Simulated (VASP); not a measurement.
The system is AlIn2Sb2As.

```xyz
6
Lattice="5.2609 0.0000 0.0000 0.0000 5.2609 0.0000 0.0000 0.0000 6.5485" Properties=species:S:1:pos:R:3 pbc="T T T"
Al    2.6305    2.6305    0.0000
In    0.0000    2.6305    0.0000
In    2.6305    0.0000    0.0000
Sb    0.0000    0.0000    1.8974
Sb    0.0000    0.0000    4.6511
As    2.6305    2.6305    3.2743
```

The cell was built from a structure type or drawn by symmetry, and may not be a known phase.

```yaml
Program: VASP 6.6.1
Task: relaxation of cell and atoms
Functional: PBE
Potentials_or_basis: VASP PAW PBE potentials, release 64 (Al, In_d, Sb, As)
Cutoff: 600 eV
k_mesh: 4 × 4 × 4
Occupations: gaussian, width 0.1 eV
Spin: no spin polarisation
```

At the start: pressure -0.3 GPa; volume 30.21 Å³/atom.

Task: Where does the relaxation end?

Result: Over 14 steps the energy falls by 125.7 meV/atom and the volume is 29.84 Å³/atom (-1.2 %); space group P4/mmm (No. 123, to 0.1 Å) before and after.

Step by step:
```tsv
step	energy change (eV)	largest force (eV/Å)	pressure (GPa)	volume (Å³)
1	0.0000	0.2639	-0.29	181.24
2	-0.1222	0.6613	0.03	179.72
3	-0.3598	1.9793	1.75	174.14
4	-0.3991	1.8170	1.65	174.39
5	-0.5182	1.8407	1.16	175.06
6	-0.6964	0.6714	1.52	175.93
7	-0.6984	0.8888	1.39	175.87
8	-0.6983	0.8159	1.43	175.89
9	-0.7318	0.6070	0.76	177.43
10	-0.7483	0.3055	-0.09	179.70
11	-0.7485	0.3271	-0.03	179.53
12	-0.7514	0.2268	0.02	179.38
13	-0.7539	0.0545	0.11	179.13
14	-0.7540	0.0030	0.15	179.06
```

Final structure:
```
Al In Sb As
1.0
     5.69719    0.00000    0.00000
     0.00000    5.69719    0.00000
     0.00000    0.00000    5.51660
Al In Sb As
1 2 2 1
Direct
  0.50000 0.50000 0.00000
  0.00000 0.50000 0.00000
  0.50000 0.00000 0.00000
  0.00000 0.00000 0.25540
  0.00000 0.00000 0.74460
  0.50000 0.50000 0.50000
```

Caveat: a cell axis changed by over 15 % at a fixed basis, so the end point is rough.
